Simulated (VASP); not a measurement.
AgI, 2 atoms in the cell. Symmetry: F-43m, No. 216, cubic system. The conventional cell has a = 6.564 Å, b = 6.564 Å, c = 6.564 Å, α = 90.00°, β = 90.00°, γ = 90.00°. Ag (site symmetry -43m) has 4 I at 2.84 Å within 3.7 Å. Within 3.7 Å of I (site symmetry -43m) lie 4 Ag at 2.84 Å. 

- Program: VASP 6.6.1
- Task: relaxation of cell and atoms
- Functional: r2SCAN
- Potentials or basis: VASP PAW PBE potentials, release 64 (Ag, I)
- Cutoff: 550 eV
- k mesh: 8 × 8 × 8
- Occupations: gaussian, width 0.02 eV
- Spin: no spin polarisation
- Dipole correction: no
- Further INCAR settings: ALGO = Normal; EDIFF = 1e-07; IBRION = 2; EDIFFG = -0.02; NSW = 70; ISIF = 3

Potentials or basis: VASP PAW PBE potentials, release 64 (Ag, I).

Run with:

```sh
$ cat potpaw_PBE.64/Ag/POTCAR potpaw_PBE.64/I/POTCAR > POTCAR
$ cp INCAR.step1 INCAR
$ mpirun -np 1 vasp_std > vasp.out
$ cp INCAR.step2 INCAR
$ mpirun -np 1 vasp_std > vasp.out
```

Hardware: 1 thread of AMD EPYC 7R13 Processor (Zen 3) (shared host).

**Question.** How long does it take, and how much memory?

**Answer.** Run time: 2.7 min on 1 thread of AMD EPYC 7R13 Processor (Zen 3) (shared host), peak memory 0.2 GiB. Counts: k points 29, ion steps 1.
